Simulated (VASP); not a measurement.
Here is a VASP 6.6.1 calculation.

File INCAR:

```
PREC = Accurate
ENCUT = 520
EDIFF = 1E-6
ISMEAR = 0
SIGMA = 0.05
LREAL = False
LASPH = True
NELM = 80
ALGO = Normal
ISIF = 2
LWAVE = False
LCHARG = False
GGA = PE
IVDW = 12
NBANDS = 26
```

Contents of KPOINTS:

```
regular mesh
0
Gamma
  9 9 4
```

POSCAR

```
ZnO
1.0
    3.2879671587      0.0000000000      0.0000000000
   -1.6439835793      2.8474630862      0.0000000000
    0.0000000000      0.0000000000      6.9165281095
Zn O
2 2
Direct
    0.0000000000      0.0000000000      0.7500000000
    0.0000000000      0.0000000000      0.2500000000
    0.3333333333      0.6666666667      0.2500000000
    0.6666666667      0.3333333333      0.7500000000
```

Potentials or basis: VASP PAW PBE potentials, release 64 (Zn, O).

Run with:

```console
$ cat potpaw_PBE.64/Zn/POTCAR potpaw_PBE.64/O/POTCAR > POTCAR
$ mpirun -np 1 vasp_std > vasp.out
```

Task: What does it give for the dispersion energy per atom?

Result: -0.162 eV.

Task: What does it give for the band gap on the k mesh?

Result: 0.79 eV.

Task: What does it give for the pressure?

Result: -1.6 GPa.

Caveat: the cell differs from its parent crystal (strain +0.000 along x and y, -0.030 along z); semilocal functionals underestimate gaps, and a narrow one can read as zero. A k mesh can miss the band edges.
